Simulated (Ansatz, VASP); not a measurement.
**SiC in VASP and in Ansatz**

```xyz
4
Lattice="3.0760 0.0000 0.0000 -1.5380 2.6639 0.0000 0.0000 0.0000 5.0480" Properties=species:S:1:pos:R:3 pbc="T T T"
Si    1.5380    0.8880    2.5240
Si    0.0000    1.7759    0.0000
C     1.5380    0.8880    4.4675
C     0.0000    1.7759    1.9435
```

Alike in both runs: functional B3LYP; k mesh 5 × 5 × 3; occupations fermi-dirac, width 0.05 eV; no spin polarisation.

```csv
,VASP,Ansatz
version,VASP 6.6.1,Ansatz 0.2.0
potentials or method,"VASP PAW PBE potentials, release 64 (Si, C)",Ansatz PAW
plane-wave cutoff (eV),520,420
valence electrons in the cell,16,16
task,single point,band structure
```

|  | VASP | Ansatz | Ansatz less VASP |
| --- | --- | --- | --- |
| gap on the k mesh at the Fermi level (eV) | 4.44 | 4.41 | -0.028 |
| pressure (GPa) | 3.4 | 3.0 | -0.34 |
| traceless stress, the component that is largest in VASP (GPa) | -2.68 | -2.75 | -0.063 |
| rms of the force components (eV/Å) | 0.443 | 0.443 | -0.0009 |

VASP's potentials were made for PBE, not for B3LYP. Atom by atom the forces differ by 0.001 eV/Å (rms over components). The functional is the same, so the differences come from potentials, cutoffs and numerics.

The k mesh is coarse, so the values compare programs but aren't converged.
